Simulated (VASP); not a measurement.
# HfC (Imm2) in VASP: a series of runs

The runs below take HfC through single point, relaxation of cell and atoms, with PBE, PBE+D3(BJ), PBE+D4, BLYP.

Program: VASP 6.6.1. These are calculated values, not measurements. Logs are shortened: lines on timing, memory, paths and dates and some standing lists are left out, and cuts for length are marked.

### Step 1. The cell of the first run

It takes space group Imm2 (No. 44, orthorhombic). The conventional cell has a = 2.793 Å, b = 4.994 Å, c = 3.695 Å, α = 90.00°, β = 90.00°, γ = 90.00°. Within 2.4 Å of Hf (site symmetry mm2) lie 2 C at 1.80 Å. Within 2.4 Å of C (site symmetry mm2) lie 2 Hf at 1.80 Å.

### Step 2. Single point, PBE

INCAR reads:

```
SYSTEM = HfC
ALGO = Normal ; EDIFF = 1E-7
ENCUT = 520 ; GGA = PE
ISIF = 2 ; ISMEAR = 0
LASPH = .True. ; LCHARG = .False.
LREAL = .False. ; LWAVE = .False.
NBANDS = 14 ; NELM = 60
PREC = Accurate ; SIGMA = 0.028000000000000004
```

KPOINTS reads:

```
k-points
0
Gamma
  12 12 12
  0 0 0
```

POSCAR reads:

```
HfC
1.0
   -1.3966732300      2.4971805100      1.8473367300
    1.3966732300     -2.4971805100      1.8473367300
    1.3966732300      2.4971805100     -1.8473367300
Hf C
1 1
Direct
    0.9847118300      0.9847118300      0.0000000000
    0.6794548300      0.1794548300      0.5000000000
```

Potentials or basis: VASP PAW PBE potentials, release 64 (Hf_pv, C).

Started as:

```
$ cat potpaw_PBE.64/Hf_pv/POTCAR potpaw_PBE.64/C/POTCAR > POTCAR
$ mpirun -np 1 vasp_std > vasp.out
```

OUTCAR:

```text
SYSTEM = HfC
   EDIFF = 1E-7
   ENCUT = 520
   GGA = PE
   ISIF = 2
   ISMEAR = 0
   LASPH = .True.
   LREAL = .False.
   NELM = 60
   PREC = Accurate

 ion  position               nearest neighbor table
   1  0.985  0.985  0.000-   2 1.80   2 1.80   2 2.60   2 2.60   2 2.92   2 2.92
   2  0.679  0.179  0.500-   1 1.80   1 1.80   1 2.60   1 2.60   1 2.92   1 2.92

  LATTYP: Found a body centered orthorhombic cell.
 ALAT       =     2.7933464600
 B/A-ratio  =     1.3226692474
 C/A-ratio  =     1.7879490036

  Lattice vectors:

 A1 = (   1.3966732300,  -2.4971805100,  -1.8473367300)
 A2 = (  -1.3966732300,  -2.4971805100,   1.8473367300)
 A3 = (  -1.3966732300,   2.4971805100,  -1.8473367300)

Analysis of symmetry for initial positions (statically):
=====================================================================
 Subroutine PRICEL returns:
 Original cell was already a primitive cell.

 Routine SETGRP: Setting up the symmetry group for a
 body centered orthorhombic supercell.

 Subroutine GETGRP returns: Found  4 space group operations
 (whereof  4 operations were pure point group operations)
 out of a pool of  8 trial point group operations.

The static configuration has the point symmetry C_2v.

Analysis of symmetry for dynamics (positions and initial velocities):
=====================================================================
 Subroutine PRICEL returns:
 Original cell was already a primitive cell.

 Routine SETGRP: Setting up the symmetry group for a
 body centered orthorhombic supercell.

 Subroutine GETGRP returns: Found  4 space group operations
 (whereof  4 operations were pure point group operations)
 out of a pool of  8 trial point group operations.

The dynamic configuration has the point symmetry C_2v.

 Subroutine INISYM returns: Found  4 space group operations
 (whereof  4 operations are pure point group operations),
 and found     1 'primitive' translations

----------------------------------------------------------------------------------------

                                     Primitive cell

  volume of cell :      25.7722

  direct lattice vectors                    reciprocal lattice vectors
    -1.396673230  2.497180510  1.847336730     0.000000000  0.200225814  0.270659914
     1.396673230 -2.497180510  1.847336730     0.357993544  0.000000000  0.270659914
     1.396673230  2.497180510 -1.847336730     0.357993544  0.200225814  0.000000000

  length of vectors
     3.405768578  3.405768578  3.405768578     0.336670708  0.448794125  0.410182587

  position of ions in fractional coordinates (direct lattice)
     0.984711830  0.984711830  0.000000000
     0.679454830  0.179454830  0.500000000

  ion indices of the primitive-cell ions
   primitive index   ion index
                 1           1
                 2           2

----------------------------------------------------------------------------------------

 KPOINTS: k-points

Automatic generation of k-mesh.
 Grid dimensions read from file:
 generate k-points for:   12   12   12

 Generating k-lattice:

  Cartesian coordinates                     Fractional coordinates (reciprocal lattice)
     0.000000000  0.016685484  0.022554993     0.083333333  0.000000000  0.000000000
     0.029832795  0.000000000  0.022554993     0.000000000  0.083333333  0.000000000
     0.029832795  0.016685484  0.000000000     0.000000000  0.000000000  0.083333333

  Length of vectors
     0.028055892  0.037399510  0.034181882

  Shift w.r.t. Gamma in fractional coordinates (k-lattice)
     0.000000000  0.000000000  0.000000000

 Subroutine IBZKPT returns following result:
 ===========================================

 Found    280 irreducible k-points:

 Following reciprocal coordinates:
            Coordinates               Weight
  0.000000  0.000000  0.000000      1.000000
  0.083333  0.000000  0.000000      4.000000
  0.166667  0.000000 -0.000000      4.000000
  0.250000  0.000000 -0.000000      4.000000
  0.333333  0.000000 -0.000000      4.000000
  0.416667  0.000000 -0.000000      4.000000
[... 16 lines left out ...]
  0.250000  0.166667 -0.000000      8.000000
  0.333333  0.166667 -0.000000      8.000000
 [... further k-points ...]
   k-points           NKPTS =    280   k-points in BZ     NKDIM =    280   number of bands    NBANDS=     14
   number of dos      NEDOS =    301   number of ions     NIONS =      2
   total plane-waves  NPLWV =  21952
   dimension x,y,z NGX =    28 NGY =   28 NGZ =   28
   dimension x,y,z NGXF=    56 NGYF=   56 NGZF=   56
   ions per type =               1   1
   NGX,Y,Z   is equivalent  to a cutoff of  13.67, 13.67, 13.67 a.u.
   NGXF,Y,Z  is equivalent  to a cutoff of  27.34, 27.34, 27.34 a.u.
 SYSTEM =  HfC
   PREC   = accura    normal or accurate (medium, high low for compatibility)
   ISTART =      0    job   : 0-new  1-cont  2-samecut
   ICHARG =      2    charge: 1-file 2-atom 10-const
   ISPIN  =      1    spin polarized calculation?
   LNONCOLLINEAR =      F non collinear calculations
   LSORBIT =      F    spin-orbit coupling
   LASPH  =      T    aspherical Exc in radial PAW
   ENCUT  =  520.0 eV  38.22 Ry    6.18 a.u.   6.33  6.33  6.33*2*pi/ulx,y,z
   NELM   =     60;   NELMIN=  2; NELMDL= -5     # of ELM steps
   EDIFF  = 0.1E-06   stopping-criterion for ELM
   LREAL  =      F    real-space projection
   EDIFFG = 0.1E-05   stopping-criterion for IOM
   NSW    =      0    number of steps for IOM
   IBRION =     -1    ionic relax: 0-MD 1-quasi-New 2-CG
   NFREE  =      0    steps in history (QN), initial steepest desc. (CG)
   ISIF   =      2    stress and relaxation
   ISYM   =      2    0-nonsym 1-usesym 2-fastsym
   POTIM  = 0.5000    time-step for ionic-motion
   TEBEG  =    0.0;   TEEND  =   0.0 temperature during run
   PSTRESS=    0.0 pullay stress
   NELECT =      14.0000    total number of electrons
   NUPDOWN=      -1.0000    fix difference up-down
   EMIN   =  10.00;   EMAX   =-10.00  energy-range for DOS
   EFERMI =   0.00;   METHOD = LEGACY
   ISMEAR =     0;   SIGMA  =   0.03  broadening in eV -4-tet -1-fermi 0-gaus
   EFERMI_NEDOS =   21; number of points for ismear=-14 and -15
   IALGO  =     38    algorithm
   IMIX   =      4    mixing-type and parameters
     AMIX     =   0.40;   BMIX     =  1.00
     AMIX_MAG =   1.60;   BMIX_MAG =  1.00
  volume/ion in A,a.u.               =      12.89        86.96
  Fermi-wavevector in a.u.,A,eV,Ry     =   1.335777  2.524252 24.276872  1.784300
  Thomas-Fermi vector in A             =   2.464455
   LORBIT       =      0    0 simple, 1 ext, 2 COOP (PROOUT), +10 PAW based schemes
   GGA     = PE    functional components
   LHFCALC =     F    Hartree Fock is set to
   AEXX    =    0.0000 exact exchange contribution
   IVDW    =     0    specifies the selected vdW correction
   LEPSILON=     F    determine dielectric tensor
   LRPA    =     F    only Hartree local field effects (RPA)
 non-spin polarized calculation
 Gauss-broadening in eV      SIGMA  =   0.03
  energy-cutoff  :      520.00
  volume of cell :       25.77
 maximum number of plane-waves:       719
 NGX is ok and might be reduce to    28
   NGX = 13   NGY = 13   NGZ = 13

 number of electron      14.0000001 magnetization

 Free energy of the ion-electron system (eV)
  ---------------------------------------------------
  ext. energy  EPLUGINS =         0.00000000
  ---------------------------------------------------
  free energy    TOTEN  =       -16.62068206 eV

  energy without entropy =      -16.62068206  energy(sigma->0) =      -16.62068206

 E-fermi :   6.1330     XC(G=0): -11.8680

 val. band max:        5.8887424044   @ k =   0.0833   0.4167   0.0833
 cond. band min:       6.2528194162   @ k =   0.1667  -0.4167   0.0833
 fundamental gap:      0.3640770118
 Fermi energy:         6.1330488888

 k-point     1 :       0.0000    0.0000    0.0000
  band No.  band energies     occupation
      1     -23.9668      2.00000
      2     -23.7460      2.00000
      3     -23.4196      2.00000
      4      -5.9934      2.00000
      5       1.6315      2.00000
      6       2.6904      2.00000
      7       4.5477      2.00000
      8       7.8375      0.00000
      9       9.7364      0.00000
     10      10.9283      0.00000
     11      12.2009      0.00000
     12      13.1706      0.00000
     13      15.4472      0.00000
     14      16.3708      0.00000

 k-point     2 :       0.0833    0.0000    0.0000
  band No.  band energies     occupation
      1     -23.9858      2.00000
      2     -23.7613      2.00000
      3     -23.4220      2.00000
      4      -5.8668      2.00000
      5       1.5461      2.00000
      6       2.6620      2.00000
      7       4.5077      2.00000
      8       7.7168      0.00000
      9       9.8134      0.00000
     10      10.9601      0.00000
     11      12.1005      0.00000
     12      13.6996      0.00000
     13      15.6899      0.00000
     14      16.5806      0.00000

 k-point     3 :       0.1667    0.0000   -0.0000
  band No.  band energies     occupation
      1     -24.0475      2.00000
      2     -23.7918      2.00000
      3     -23.4288      2.00000
      4      -5.5097      2.00000
      5       1.3050      2.00000
      6       2.5606      2.00000
      7       4.3981      2.00000
      8       7.5917      0.00000
      9      10.0481      0.00000
     10      10.6544      0.00000
     11      12.6115      0.00000
     12      14.5639      0.00000
     13      16.3020      0.00000
     14      17.1606      0.00000
[... 324 lines left out ...]
 k-point    23 :       0.2500    0.1667   -0.0000
  band No.  band energies     occupation
      1     -24.2302      2.00000
      2     -23.8945      2.00000
      3     -23.8205      2.00000
      4      -3.7159      2.00000
      5       0.9228      2.00000
      6       2.4556      2.00000
      7       3.7859      2.00000
      8       7.6314      0.00000
      9       9.8176      0.00000
     10      11.5752      0.00000
     11      13.3124      0.00000
     12      14.9085      0.00000
     13      17.9057      0.00000
     14      19.2850      0.00000

 k-point    24 :       0.3333    0.1667   -0.0000
  band No.  band energies     occupation
      1     -24.2792      2.00000
      2     -23.9142      2.00000
      3     -23.8225      2.00000
      4      -3.4028      2.00000
      5       0.6921      2.00000
      6       2.4405      2.00000
      7       3.6933      2.00000
      8       7.8469      0.00000
      9       9.8941      0.00000
     10      12.0487      0.00000
     11      13.0675      0.00000
     12      14.9112      0.00000
     13      18.0341      0.00000
     14      19.4191      0.00000

 [... further k-points ...]
[... 5 lines left out ...]
  --------------------------------------------------------------------------------------
  -------------------------------------------------------------------------------------
  Total       27.2490533     -3.8449597      9.4181541      0.0000000      0.0000000      0.0000000
  in kB     1693.9913891   -239.0295350    585.4982097      0.0000000      0.0000000      0.0000000
  external PRESSURE =     680.1533546 kB  Pullay stress =       0.0000000 kB

 VOLUME and BASIS-vectors are now :
 -----------------------------------------------------------------------------
  energy-cutoff  :      520.00
  volume of cell :       25.77
      direct lattice vectors                 reciprocal lattice vectors
    -1.396673230  2.497180510  1.847336730     0.000000000  0.200225814  0.270659914
     1.396673230 -2.497180510  1.847336730     0.357993544  0.000000000  0.270659914
     1.396673230  2.497180510 -1.847336730     0.357993544  0.200225814  0.000000000

 POSITION                                       TOTAL-FORCE (eV/Angst)
 -----------------------------------------------------------------------------------
      0.00000      0.00000      3.63819         0.000000     -0.000000     11.756090
      0.00000      2.49718      0.66303        -0.000000      0.000000    -11.756090
 -----------------------------------------------------------------------------------
    total drift:                                0.000000     -0.000000     -0.000164

  FREE ENERGIE OF THE ION-ELECTRON SYSTEM (eV)
  ---------------------------------------------------
  free  energy   TOTEN  =       -16.6206820596 eV

  energy  without entropy=      -16.6206820596  energy(sigma->0) =      -16.62068206
```

Run time: 90 s. Hardware: 1 thread of Intel Xeon Platinum 8488C (Sapphire Rapids), shared host; peak memory 0.24 GiB.

What came out:

* Free energy: -16.6207 eV
* Pressure: 68.0 GPa
* Largest force: 11.756 eV/Å
* Band gap on the k mesh: 0.36 eV, indirect (least direct gap 0.86 eV)

Forces in eV/Å, atoms in the order of the input:
```
Hf    0.000   0.000  11.756
C     0.000   0.000 -11.756
```

Caveat: spin-orbit coupling is left out, which moves the levels of the heavy elements; forces of over 1 eV/Å act on the atoms, so gaps and moduli don't describe the material at rest.

### Step 3. Relaxation of cell and atoms, PBE+D3(BJ)

INCAR reads:

```
SYSTEM = HfC
  PREC = Accurate
  ENCUT = 600
  EDIFF = 1E-7
  ISMEAR = -1
  SIGMA = 0.05
  LREAL = .FALSE.
  LASPH = .TRUE.
  NELM = 80
  ALGO = Normal
  ISIF = 3
  LWAVE = .FALSE.
  LCHARG = .FALSE.
  GGA = PE
  IVDW = 12
  IBRION = 2
  NSW = 60
  EDIFFG = -0.01
```

KPOINTS reads:

```
Automatic mesh
0
G
  12 12 12
  0 0 0
```

POSCAR is that of step 2.

Potentials or basis: VASP PAW PBE potentials, release 64 (Hf_pv, C).

Started as:

```
$ cat potpaw_PBE.64/Hf_pv/POTCAR potpaw_PBE.64/C/POTCAR > POTCAR
$ mpirun -np 1 vasp_std > vasp.out
```

OUTCAR:

```text
SYSTEM = HfC
   PREC = Accurate
   ENCUT = 600
   EDIFF = 1E-7
   ISMEAR = -1
   LREAL = .FALSE.
   LASPH = .TRUE.
   NELM = 80
   ISIF = 3
   GGA = PE
   IVDW = 12
   IBRION = 2
   NSW = 60
   EDIFFG = -0.01
 IVDW          = 12

 ion  position               nearest neighbor table
   1  0.985  0.985  0.000-   2 1.80   2 1.80   2 2.60   2 2.60   2 2.92   2 2.92
   2  0.679  0.179  0.500-   1 1.80   1 1.80   1 2.60   1 2.60   1 2.92   1 2.92

  LATTYP: Found a body centered orthorhombic cell.
 ALAT       =     2.7933464600
 B/A-ratio  =     1.3226692474
 C/A-ratio  =     1.7879490036

  Lattice vectors:

 A1 = (   1.3966732300,  -2.4971805100,  -1.8473367300)
 A2 = (  -1.3966732300,  -2.4971805100,   1.8473367300)
 A3 = (  -1.3966732300,   2.4971805100,  -1.8473367300)

Analysis of symmetry for initial positions (statically):
[... 968 lines left out ...]
      2     -28.6530      2.00000
      3     -28.2435      2.00000
      4      -5.7082      2.00000
      5      -0.8254      2.00000
      6       0.8129      2.00000
      7       1.2080      2.00000
      8       5.2381      0.00000
      9       5.4333      0.00000
     10       6.8079      0.00000
     11       7.4157      0.00000

 [... further k-points ...]

[... ionic steps 4 to 18 ...]

--------------------------------------- Ionic step       19  -------------------------------------------

 number of electron      14.0000000 magnetization

------------------------ aborting loop because EDIFF is reached ----------------------------------------
[... 75 lines left out ...]
--------------------------------------- Ionic step       21  -------------------------------------------

 number of electron      14.0000000 magnetization

 Free energy of the ion-electron system (eV)
  ---------------------------------------------------
  ext. energy  EPLUGINS =         0.00000000
  ---------------------------------------------------
  free energy    TOTEN  =       -21.04153128 eV

  energy without entropy =      -21.03930287  energy(sigma->0) =      -21.04041708

 E-fermi :   6.1407     XC(G=0): -12.3942

 val. band max:        6.0496287415   @ k =   0.5000   0.5000   0.5000
 cond. band min:       6.1932601510   @ k =   0.4167  -0.3333   0.3333
 fundamental gap:      0.1436314095
 Fermi energy:         6.1406704525
[... 369 lines left out ...]
  FREE ENERGIE OF THE ION-ELECTRON SYSTEM (eV)
  ---------------------------------------------------
  free  energy   TOTEN  =       -21.7744206298 eV

  energy  without entropy=      -21.7721922205  energy(sigma->0) =      -21.77330643

 reached required accuracy - stopping structural energy minimisation
```

Run time: 18 min. Hardware: 1 thread of Intel Xeon Platinum 8488C (Sapphire Rapids), shared host; peak memory 0.3 GiB.

Results:

| Item | Value |
| --- | --- |
| Free energy | -21.7744 eV |
| Relaxed volume | 12.29 Å³/atom |
| Relaxed cell | a = 3.264 Å, b = 3.264 Å, c = 3.264 Å, α = 120.00°, β = 90.01°, γ = 119.99° |
| Space group after relaxing (to 0.05 Å) | Fm-3m (No. 225) |
| Energy gained by relaxing | 2225.5 meV/atom |
| Ionic steps | 21 |
| Pressure after relaxing | 0.0 GPa |
| Band gap on the k mesh | zero (band 7 reaches 7.14 eV, above the bottom of band 8 at 5.70 eV) |
| Dispersion energy per atom | -0.366 eV |

The path:
```tsv
step	energy change (eV)	largest force (eV/Å)	pressure (GPa)	volume (Å³)
1	0.0000	11.7474	63.43	25.77
2	-0.2880	0.9930	-29.91	45.46
3	-0.7765	0.9163	-31.54	42.41
4	-1.2809	0.4570	-32.66	39.78
5	-2.9120	0.2493	-35.70	32.70
6	-3.1769	1.0975	-17.38	29.21
7	-3.2149	0.2985	-26.81	30.42
8	-3.2235	0.4695	-24.53	30.07
9	-3.9494	0.9303	23.36	23.33
10	-4.1372	1.0684	2.05	25.13
11	-4.3531	0.9664	2.23	24.53
12	-4.3549	0.9041	2.78	24.44
13	-4.4337	0.2086	-3.08	24.91
14	-4.4355	0.0825	-3.81	24.99
15	-4.4432	0.1523	4.29	24.18
16	-4.4498	0.0537	0.85	24.51
17	-4.4506	0.0286	-0.64	24.65
18	-4.4508	0.0365	-0.18	24.60
19	-4.4509	0.0153	0.12	24.57
20	-4.4509	0.0141	0.14	24.57
21	-4.4509	0.0010	-0.04	24.59
```

Final structure:
```cif
data_structure
_symmetry_space_group_name_H-M 'P 1'
_symmetry_Int_Tables_number 1
_cell_length_a 3.2640
_cell_length_b 3.2640
_cell_length_c 3.2640
_cell_angle_alpha 120.002
_cell_angle_beta 90.007
_cell_angle_gamma 119.990
_cell_volume 24.59
loop_
_atom_site_label
_atom_site_type_symbol
_atom_site_fract_x
_atom_site_fract_y
_atom_site_fract_z
_atom_site_occupancy
Hf1 Hf 0.08206 0.08206 0.00000 1
C1 C 0.58210 0.08210 0.50000 1
```

Caveat: spin-orbit coupling is left out, which moves the levels of the heavy elements; pairwise dispersion overbinds metals, which lowers pressure and volume.

(Part 1 of 2 ends here.)
